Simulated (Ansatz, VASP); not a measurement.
## Two plane-wave programs on BP

File INCAR:

```
ALGO = Normal
EDIFF = 1E-7
ENCUT = 520
GGA = PE
ISIF = 2
ISMEAR = 0
LASPH = T
LCHARG = F
LREAL = F
LWAVE = F
NBANDS = 11
NELM = 80
PREC = Accurate
SIGMA = 0.05
```

KPOINTS

```
k-points
0
Gamma
  12 12 12
```

File POSCAR:

```
BP
1.0
    0.0000000000      2.3041385666      2.3041385666
    2.3041385666      0.0000000000      2.3041385666
    2.3041385666      2.3041385666      0.0000000000
B P
1 1
Direct
    0.0000000000      0.0000000000      0.0000000000
    0.7500000000      0.7500000000      0.7500000000
```

Input for Ansatz:

```yaml
crystal:
  lattice:
    - [0.0, 2.3041385653, 2.3041385653]
    - [2.3041385653, 0.0, 2.3041385653]
    - [2.3041385653, 2.3041385653, 0.0]
  atoms:
    - { symbol: B, position: [0.0, 0.0, 0.0] }
    - { symbol: P, position: [0.75, 0.75, 0.75] }
basis:
  ecutwfc: 420
  ecutrho_ratio: 4
kpoints:
  mp_grid: { grid: [12, 12, 12] }
hamiltonian:
  xc: pbe
scf:
  occupations: { method: gaussian, width: 0.05 }
output:
  forces: true
  stress: true
  eigenvalues: true
  write_density: true
  write_potential: true
  elf: true
  volumetric_format: npy
```

Alike in both runs: task single point; functional PBE; k mesh 12 × 12 × 12; occupations gaussian, width 0.05 eV; no spin polarisation.

```csv
,VASP,Ansatz
version,VASP 6.6.1,Ansatz 0.2.0
potentials or method,"VASP PAW PBE potentials, release 64 (B, P), cutoff 520 eV","scalar-relativistic, plane waves, PAW"
valence electrons in the cell,8,8
```

```csv
,VASP,Ansatz,Ansatz less VASP
gap on the k mesh at the Fermi level (eV),1.30,1.30,+0.004
least direct gap on the mesh (eV),3.34,3.34,+0.003
pressure (GPa),-6.1,-5.9,+0.20
```

With one functional, cell and mesh, what is left measures potentials, basis and numerics.
